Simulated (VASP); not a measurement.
Set up this calculation in VASP 6.6.1, as the native input.

```yaml
Task: single point
Functional: PBEsol
Potentials_or_basis: VASP PAW PBE potentials, release 64 (Zn, Sb, C)
Cutoff: 520 eV
k_mesh: 3 × 3 × 3
Occupations: fermi-dirac, width 0.02 eV
Spin: no spin polarisation
Dipole_correction: no
Further_INCAR_settings: ALGO = Normal; EDIFF = 1e-06; NBANDS = 21
```

The structure of ZnSb2C lies in POSCAR:

```
ZnSb2C
1.0
    3.8273790815      0.0000000000      0.0000000000
    0.0000000000      3.8273790815      0.0000000000
    0.0000000000      0.0000000000      5.9708967051
Zn Sb C
1 2 1
Direct
    0.0000000000      0.0000000000      0.0000000000
    0.0000000000      0.5000000000      0.2909733445
    0.5000000000      0.0000000000      0.7090266555
    0.5000000000      0.5000000000      0.5000000000
```

One way to write it, as run:

INCAR

```
  PREC = Accurate
  ENCUT = 520
  EDIFF = 1E-6
  ISMEAR = -1
  SIGMA = 0.02
  LREAL = False
  LASPH = True
  NELM = 80
  ALGO = Normal
  ISIF = 2
  LWAVE = False
  LCHARG = False
  GGA = PS
  NBANDS = 21
```

KPOINTS

```
Automatic mesh
0
Gamma
  3 3 3
```

Potentials or basis: VASP PAW PBE potentials, release 64 (Zn, Sb, C).

Launch:

```sh
$ cat potpaw_PBE.64/Zn/POTCAR potpaw_PBE.64/Sb/POTCAR potpaw_PBE.64/C/POTCAR > POTCAR
$ mpirun -np 1 vasp_std > vasp.out
```

Results of the run:

* Pressure: -0.2 GPa
* Largest force: 0.928 eV/Å
* Band gap on the k mesh: zero (band 13 reaches 6.68 eV, above the bottom of band 14 at 5.92 eV)

Caveat: the k points lie up to 0.55 Å⁻¹ apart; the PAW data sets were made with another functional, which shifts forces and pressure a little; spin-orbit coupling is left out, which moves the levels of the heavy elements.

Run time: 5.9 s on 1 thread of Intel(R) Xeon(R) 6975P-C (Granite Rapids), with other jobs on the host, peak memory 0.19 GiB.
